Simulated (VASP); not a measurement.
# Se (P6/mmm) in VASP: a series of runs

Runs on Se. Level: PBE. Tasks: single point, relaxation of cell and atoms.

Program: VASP 6.6.1. These are calculated values, not measurements. Logs are shortened: lines on timing, memory, paths and dates and some standing lists are left out, and cuts for length are marked.

### 1 The cell of the first run

It takes space group P6/mmm (No. 191, hexagonal). The conventional cell has a = 4.480 Å, b = 4.480 Å, c = 4.102 Å, α = 90.00°, β = 90.00°, γ = 120.00°. Se (site symmetry -6m2) has 3 Se at 2.59 Å within 3.4 Å.

The cell was built from a structure type or drawn by symmetry, and may not be a known phase.

### 2 Single point, PBE

Contents of INCAR:

```
PREC = Accurate ; ENCUT = 520
EDIFF = 1E-7 ; ISMEAR = 0
SIGMA = 0.1 ; LREAL = False
LASPH = True ; NELM = 100
ALGO = Normal ; ISIF = 2
LWAVE = False ; LCHARG = False
GGA = PE ; NBANDS = 13
```

Contents of KPOINTS:

```
regular mesh
0
Gamma
  12 12 14
```

Contents of POSCAR:

```
Se
1.0
    4.4800481142      0.0000000000      0.0000000000
   -2.2400240571      3.8798354771      0.0000000000
    0.0000000000      0.0000000000      4.1024267797
Se
2
Direct
    0.3333333333      0.6666666667      0.0000000000
    0.6666666667      0.3333333333      0.0000000000
```

Potentials or basis: VASP PAW PBE potentials, release 64 (Se).

Run with:

```console
$ cat potpaw_PBE.64/Se/POTCAR > POTCAR
$ mpirun -np 1 vasp_std > vasp.out
```

OUTCAR:

```text
PREC = Accurate
   ENCUT = 520
   EDIFF = 1E-7
   ISMEAR = 0
   LREAL = False
   LASPH = True
   NELM = 100
   ISIF = 2
   GGA = PE

 ion  position               nearest neighbor table
   1  0.333  0.667  0.000-   2 2.59   2 2.59   2 2.59
   2  0.667  0.333  0.000-   1 2.59   1 2.59   1 2.59

  LATTYP: Found a hexagonal cell.
 ALAT       =     4.4800481142
 C/A-ratio  =     0.9157104288

  Lattice vectors:

 A1 = (   4.4800481142,   0.0000000000,   0.0000000000)
 A2 = (  -2.2400240571,   3.8798354771,   0.0000000000)
 A3 = (   0.0000000000,   0.0000000000,   4.1024267797)

Analysis of symmetry for initial positions (statically):
=====================================================================
 Subroutine PRICEL returns:
 Original cell was already a primitive cell.

 Routine SETGRP: Setting up the symmetry group for a
 hexagonal supercell.

 Subroutine GETGRP returns: Found 24 space group operations
 (whereof 24 operations were pure point group operations)
 out of a pool of 24 trial point group operations.

The static configuration has the point symmetry D_6h.

Analysis of symmetry for dynamics (positions and initial velocities):
=====================================================================
 Subroutine PRICEL returns:
 Original cell was already a primitive cell.

 Routine SETGRP: Setting up the symmetry group for a
 hexagonal supercell.

 Subroutine GETGRP returns: Found 24 space group operations
 (whereof 24 operations were pure point group operations)
 out of a pool of 24 trial point group operations.

The dynamic configuration has the point symmetry D_6h.

 Subroutine INISYM returns: Found 24 space group operations
 (whereof 24 operations are pure point group operations),
 and found     1 'primitive' translations

----------------------------------------------------------------------------------------

                                     Primitive cell

  volume of cell :      71.3078

  direct lattice vectors                    reciprocal lattice vectors
     4.480048114  0.000000000  0.000000000     0.223211888  0.128871444  0.000000000
    -2.240024057  3.879835477  0.000000000     0.000000000  0.257742888  0.000000000
     0.000000000  0.000000000  4.102426780     0.000000000  0.000000000  0.243758159

  length of vectors
     4.480048114  4.480048114  4.102426780     0.257742888  0.257742888  0.243758159

  position of ions in fractional coordinates (direct lattice)
[... 88 lines left out ...]
   TEBEG  =    0.0;   TEEND  =   0.0 temperature during run
   PSTRESS=    0.0 pullay stress
   NELECT =      12.0000    total number of electrons
   NUPDOWN=      -1.0000    fix difference up-down
   EMIN   =  10.00;   EMAX   =-10.00  energy-range for DOS
   EFERMI =   0.00;   METHOD = LEGACY
   ISMEAR =     0;   SIGMA  =   0.10  broadening in eV -4-tet -1-fermi 0-gaus
   EFERMI_NEDOS =   21; number of points for ismear=-14 and -15
   IALGO  =     38    algorithm
   IMIX   =      4    mixing-type and parameters
     AMIX     =   0.40;   BMIX     =  1.00
     AMIX_MAG =   1.60;   BMIX_MAG =  1.00
  volume/ion in A,a.u.               =      35.65       240.60
  Fermi-wavevector in a.u.,A,eV,Ry     =   0.903836  1.708002 11.114865  0.816920
  Thomas-Fermi vector in A             =   2.027210
   LORBIT       =      0    0 simple, 1 ext, 2 COOP (PROOUT), +10 PAW based schemes
   GGA     = PE    functional components
   LHFCALC =     F    Hartree Fock is set to
   AEXX    =    0.0000 exact exchange contribution
   IVDW    =     0    specifies the selected vdW correction
   LEPSILON=     F    determine dielectric tensor
   LRPA    =     F    only Hartree local field effects (RPA)
 non-spin polarized calculation
 Gauss-broadening in eV      SIGMA  =   0.10
  energy-cutoff  :      520.00
  volume of cell :       71.31
 maximum number of plane-waves:      1947
 NGX is ok and might be reduce to    36
   NGX = 17   NGY = 17   NGZ = 15

 number of electron      12.0000000 magnetization

 Free energy of the ion-electron system (eV)
  ---------------------------------------------------
  ext. energy  EPLUGINS =         0.00000000
  ---------------------------------------------------
  free energy    TOTEN  =        -6.02561931 eV

  energy without entropy =       -6.00927589  energy(sigma->0) =       -6.01744760

 E-fermi :   1.1102     XC(G=0):  -7.5057

 val. band max:        1.1083221815   @ k =   0.1667  -0.0000   0.1429
 cond. band min:       1.1159071343   @ k =   0.1667  -0.0000   0.3571
 fundamental gap:      0.0075849528
 Fermi energy:         1.1102373426

 k-point     1 :       0.0000    0.0000    0.0000
  band No.  band energies     occupation
      1     -14.2215      2.00000
      2      -9.0416      2.00000
      3      -3.6081      2.00000
      4      -3.6081      2.00000
      5      -1.7180      2.00000
      6       1.0742      1.39017
      7       1.0742      1.39017
      8       2.2906      0.00000
      9       4.8423      0.00000
     10       7.7752      0.00000
     11      11.4209      0.00000
     12      11.4209      0.00000
     13      13.2081      0.00000
[... 354 lines left out ...]
  band No.  band energies     occupation
      1     -13.4961      2.00000
      2     -10.8362      2.00000
      3      -4.2093      2.00000
      4      -2.4225      2.00000
      5      -1.1546      2.00000
      6       1.0608      1.51594
      7       1.7359      0.00000
      8       3.0647      0.00000
      9       6.1844      0.00000
     10       8.5529      0.00000
     11      10.0803      0.00000
     12      10.1729      0.00000
     13      10.8428      0.00000

 [... further k-points ...]

------------------------ aborting loop because EDIFF is reached ----------------------------------------

  FORCE on cell =-STRESS in cart. coord.  units (eV):
  Direction    XX          YY          ZZ          XY          YZ          ZX
  --------------------------------------------------------------------------------------
  -------------------------------------------------------------------------------------
  Total        0.0138124      0.0138124     -0.0003327      0.0000000     -0.0000000      0.0000000
  in kB        0.3103441      0.3103441     -0.0074742      0.0000000     -0.0000000      0.0000000
  external PRESSURE =       0.2044047 kB  Pullay stress =       0.0000000 kB

 VOLUME and BASIS-vectors are now :
 -----------------------------------------------------------------------------
  energy-cutoff  :      520.00
  volume of cell :       71.31
      direct lattice vectors                 reciprocal lattice vectors
     4.480048114  0.000000000  0.000000000     0.223211888  0.128871444  0.000000000
    -2.240024057  3.879835477  0.000000000     0.000000000  0.257742888  0.000000000
     0.000000000  0.000000000  4.102426780     0.000000000  0.000000000  0.243758159

 POSITION                                       TOTAL-FORCE (eV/Angst)
 -----------------------------------------------------------------------------------
     -0.00000      2.58656      0.00000         0.000000     -0.000000      0.000000
      2.24002      1.29328      0.00000        -0.000000      0.000000      0.000000
 -----------------------------------------------------------------------------------
    total drift:                                0.000000      0.000000      0.000000

  FREE ENERGIE OF THE ION-ELECTRON SYSTEM (eV)
  ---------------------------------------------------
  free  energy   TOTEN  =        -6.0256193074 eV

  energy  without entropy=       -6.0092758916  energy(sigma->0) =       -6.01744760
```

OSZICAR:

```text
N       E                     dE             d eps       ncg     rms          rms(c)
DAV:   1     0.578304202835E+02    0.57830E+02   -0.46990E+03  3952   0.739E+02
DAV:   2    -0.205673207154E+01   -0.59887E+02   -0.56987E+02  5506   0.128E+02
DAV:   3    -0.615738207517E+01   -0.41007E+01   -0.40636E+01  4950   0.375E+01
DAV:   4    -0.619610575486E+01   -0.38724E-01   -0.38710E-01  4771   0.431E+00
DAV:   5    -0.619640219072E+01   -0.29644E-03   -0.29643E-03  5294   0.377E-01    0.493E+00
DAV:   6    -0.606077197780E+01    0.13563E+00   -0.91703E-02  4697   0.140E+00    0.300E+00
DAV:   7    -0.602540831969E+01    0.35364E-01   -0.10325E-01  4877   0.145E+00    0.602E-01
DAV:   8    -0.602560073305E+01   -0.19241E-03   -0.44043E-03  4317   0.358E-01    0.535E-02
DAV:   9    -0.602551577601E+01    0.84957E-04   -0.17016E-04  5132   0.741E-02    0.232E-02
DAV:  10    -0.602561619311E+01   -0.10042E-03   -0.10302E-04  4227   0.568E-02    0.968E-03
DAV:  11    -0.602561861014E+01   -0.24170E-05   -0.26231E-06  5087   0.940E-03    0.282E-03
DAV:  12    -0.602561928648E+01   -0.67634E-06   -0.96024E-07  4252   0.599E-03    0.105E-03
DAV:  13    -0.602561930744E+01   -0.20962E-07   -0.10035E-08  4021   0.622E-04
   1 F= -.60256193E+01 E0= -.60174476E+01  d E =-.163434E-01
```

Run time: 44 s. Hardware: 1 thread of Intel Xeon 6975P-C (Granite Rapids), shared host; peak memory 0.26 GiB.

What came out:

```
Free energy            : -6.0256 eV
Pressure               : 0.0 GPa
Band gap on the k mesh : zero (bands 6 and 7 overlap by 1.09 eV)
```

Caveat: this functional lacks dispersion, which binds the layers, so the pressure and a relaxed spacing across them are unreliable.

### 3 Relaxation of cell and atoms, PBE

Contents of INCAR:

```
ALGO = Normal
EDIFF = 1E-6
EDIFFG = -0.01
ENCUT = 600
GGA = PE
IBRION = 2
ISIF = 3
ISMEAR = 0
LASPH = True
LCHARG = False
LREAL = False
LWAVE = False
NELM = 100
NSW = 100
PREC = Accurate
SIGMA = 0.1
```

Contents of KPOINTS:

```
k-points
0
Gamma
  12 12 14
```

POSCAR is that of step 2.

Potentials or basis: VASP PAW PBE potentials, release 64 (Se).

Run with:

```console
$ cat potpaw_PBE.64/Se/POTCAR > POTCAR
$ mpirun -np 1 vasp_std > vasp.out
```

It took 39 s on 1 thread of Intel Xeon 6975P-C (Granite Rapids), shared host; peak memory 0.28 GiB.

It converged, with:

```
Free energy             : -6.0257 eV
Pressure after relaxing : 0.0 GPa
Band gap on the k mesh  : zero (bands 6 and 7 overlap by 1.09 eV)
```

Final structure:
```yaml
crystal:
  lattice:
    - [4.48005, 0.00000, 0.00000]
    - [-2.24002, 3.87984, 0.00000]
    - [0.00000, 0.00000, 4.10243]
  atoms:
    - { symbol: Se, position: [0.33333, 0.66667, 0.00000] }
    - { symbol: Se, position: [0.66667, 0.33333, 0.00000] }
```

Levels at points of the mesh, in eV from the Fermi level:
| k point | band 3 | band 4 | band 5 | band 6 | band 7 | band 8 | band 9 | band 10 |
| --- | --- | --- | --- | --- | --- | --- | --- | --- |
| (0.00, 0.00, 0.00) | -4.72 | -4.72 | -2.83 | -0.04 | -0.04 | 1.18 | 3.73 | 6.66 |
| (0.50, 0.00, 0.00) | -5.48 | -3.41 | -1.76 | -0.55 | 1.46 | 2.81 | 5.67 | 5.96 |
| (0.00, 0.00, 0.50) | -4.61 | -4.61 | -4.32 | 0.14 | 0.14 | 0.28 | 6.94 | 7.85 |
| (0.50, 0.00, 0.50) | -5.35 | -3.21 | -3.10 | -1.80 | 1.55 | 2.91 | 5.74 | 6.43 |

Caveat: the relaxation stopped at its first step, so nothing moved; this functional lacks dispersion, which binds the layers, so the pressure and a relaxed spacing across them are unreliable.

### 4 Relaxation of cell and atoms, PBE

This run uses another cell than the first one, of 41.47 Å³/atom.

Contents of INCAR:

```
SYSTEM = Se
  ALGO = Normal
  EDIFF = 1E-6
  EDIFFG = -0.01
  ENCUT = 600
  GGA = PE
  IBRION = 2
  ISIF = 3
  ISMEAR = 0
  LASPH = .TRUE.
  LCHARG = .FALSE.
  LREAL = .FALSE.
  LWAVE = .FALSE.
  NELM = 80
  NSW = 100
  PREC = Accurate
  SIGMA = 0.1
```

Contents of KPOINTS:

```
k-points
0
G
  12 12 12
  0 0 0
```

Contents of POSCAR:

```
Se
1.0
    4.4404610601      0.0000000000      0.0000000000
   -2.2202305300      3.8455520825      0.0000000000
    0.0000000000      0.0000000000      4.8573938945
Se
2
Direct
    0.3333333333      0.6666666667      0.0000000000
    0.6666666667      0.3333333333      0.0000000000
```

Run with:

```console
$ cat potpaw_PBE.64/Se/POTCAR > POTCAR
$ mpirun -np 1 vasp_std > vasp.out
```

Run time: 4.5 min. Hardware: 1 thread of Intel Xeon 6975P-C (Granite Rapids), shared host; peak memory 0.31 GiB.

The run converged. Its results:

| Property | Result |
| --- | --- |
| Free energy | -6.0255 eV |
| Relaxed volume | 38.05 Å³/atom |
| Relaxed cell | a = 4.479 Å, b = 4.479 Å, c = 4.381 Å, α = 90.00°, β = 90.00°, γ = 120.00° |
| Space group after relaxing (to 0.1 Å) | P6/mmm (No. 191) |
| Energy gained by relaxing | 3.7 meV/atom |
| Ionic steps | 12 |
| Pressure after relaxing | 0.0 GPa |
| Band gap on the k mesh | zero (bands 6 and 7 overlap by 1.06 eV) |

Step by step:
| step | energy change (eV) | largest force (eV/Å) | pressure (GPa) | volume (Å³) |
| --- | --- | --- | --- | --- |
| 1 | 0.0000 | 0.0000 | 0.65 | 82.94 |
| 2 | -0.0036 | 0.0000 | -0.35 | 84.97 |
| 3 | -0.0046 | 0.0000 | -0.03 | 84.32 |
| 4 | -0.0046 | 0.0000 | -0.04 | 84.35 |
| 5 | -0.0046 | 0.0000 | -0.05 | 84.26 |
| 6 | -0.0048 | 0.0000 | -0.06 | 84.01 |
| 7 | -0.0050 | 0.0000 | -0.05 | 83.49 |
| 8 | -0.0055 | 0.0000 | -0.05 | 82.46 |
| 9 | -0.0065 | 0.0000 | -0.06 | 80.39 |
| 10 | -0.0073 | 0.0000 | -0.06 | 76.25 |
| 11 | -0.0042 | 0.0000 | 0.63 | 74.43 |
| 12 | -0.0073 | 0.0000 | 0.00 | 76.10 |

Final structure:
```
CELL_PARAMETERS angstrom
4.47851 0.00000 0.00000
-2.23926 3.87850 0.00000
0.00000 0.00000 4.38128
ATOMIC_POSITIONS crystal
Se 0.33333 0.66667 0.00000
Se 0.66667 0.33333 0.00000
```

Levels at points of the mesh, in eV from the Fermi level:
| k point | band 4 | band 5 | band 6 | band 7 | band 8 | band 9 |
| --- | --- | --- | --- | --- | --- | --- |
| (0.00, 0.00, 0.00) | -4.70 | -3.09 | 0.00 | 0.00 | 1.01 | 3.59 |
| (0.50, 0.00, 0.00) | -3.37 | -2.00 | -0.77 | 1.48 | 2.84 | 5.65 |
| (0.00, 0.00, 0.50) | -4.64 | -4.12 | 0.10 | 0.10 | 0.45 | 6.78 |
| (0.50, 0.00, 0.50) | -3.25 | -2.90 | -1.61 | 1.53 | 2.89 | 5.80 |

Caveat: this functional lacks dispersion, which binds the layers, so the pressure and a relaxed spacing across them are unreliable.

### 5 Overview

| task | cell | k mesh | cutoff (eV) | gap on the mesh (eV) | pressure (GPa) |
| --- | --- | --- | --- | --- | --- |
| single point | a = 4.480, b = 4.480, c = 4.102 Å, angles 90.0, 90.0, 120.0°, 2 atoms | 12 × 12 × 14 | 520 | none | 0.0 |
| relaxation of cell and atoms | relaxed from a = 4.480, b = 4.480, c = 4.102 Å, angles 90.0, 90.0, 120.0°, 2 atoms | 12 × 12 × 14 | 600 | none | 0.0 |
| relaxation of cell and atoms | relaxed from a = 4.440, b = 4.440, c = 4.857 Å, angles 90.0, 90.0, 120.0°, 2 atoms | 12 × 12 × 12 | 600 | none | 0.0 |

Alike in all rows: level PBE; potentials or basis VASP PAW PBE potentials, release 64 (Se); no spin polarisation; smearing gaussian 0.1 eV.

Caveats: this functional lacks dispersion, which binds the layers, so the pressure and a relaxed spacing across them are unreliable; the relaxation stopped at its first step, so nothing moved (at least some runs).

Total energies depend on the potentials used, so only differences within one code and one set of settings carry meaning.
